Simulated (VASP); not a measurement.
Wanted: the native input for a VASP 6.6.1 run.

* Task: single point
* Functional: PBEsol
* Potentials or basis: VASP PAW PBE potentials, release 64 (Al, N)
* Cutoff: 520 eV
* k mesh: 10 × 10 × 10
* Occupations: gaussian, width 0.05 eV
* Spin: no spin polarisation
* Dipole correction: no
* Further INCAR settings: ALGO = Normal; EDIFF = 1e-06; NBANDS = 11

The structure of AlN lies in POSCAR:

```
AlN
1.0
    0.0000000000      2.3418626456      2.1120536944
    2.1120536944      0.0000000000      2.1120536944
    2.1120536944      2.3418626456      0.0000000000
Al N
1 1
Direct
   -0.0022533278      0.0022533278      0.0022533278
    0.7543405620      0.7456594380      0.7456594380
```

This cell differs from its parent crystal: mode 4 frozen in at -0.019 Å, strain +e along z and -e/2 along x and y +0.0700.

These files were run (other wordings do the same):

INCAR

```
SYSTEM = AlN
ALGO     = Normal         ! electronic algorithm
EDIFF    = 1E-6           ! SCF threshold, eV
ENCUT    = 520            ! plane-wave cutoff, eV
GGA      = PS             ! functional
ISIF     = 2              ! what is computed and relaxed
ISMEAR   = 0              ! smearing method
LASPH    = .True.         ! aspherical terms in the spheres
LCHARG   = .True.         ! write CHGCAR
LELF     = .True.         ! ELF
LREAL    = .False.        ! projectors in reciprocal space
LVHAR    = .True.       
LWAVE    = .False.        ! write WAVECAR
NBANDS   = 11             ! bands
NELM     = 100            ! most SCF steps
PREC     = Accurate       ! precision mode
SIGMA    = 0.05           ! smearing width, eV
```

KPOINTS

```
k-points
0
Gamma
  10 10 10
  0 0 0
```

Potentials or basis: VASP PAW PBE potentials, release 64 (Al, N).

The run is started by

```bash
$ cat potpaw_PBE.64/Al/POTCAR potpaw_PBE.64/N/POTCAR > POTCAR
$ mpirun -np 1 vasp_std > vasp.out
```

It gave:

The pressure is 0.1 GPa and the largest force is 0.372 eV/Å. The band gap on the k mesh is 2.83 eV, indirect (least direct gap 3.84 eV).

Caveat: the cell differs from its parent crystal (mode 4 frozen in at -0.019 Å, strain +e along z and -e/2 along x and y +0.0700); the PAW data sets were made with another functional, which shifts forces and pressure a little.

It took 14 s on 1 thread of Intel(R) Xeon(R) 6975P-C (Granite Rapids), with other jobs on the host, peak memory 0.18 GiB.
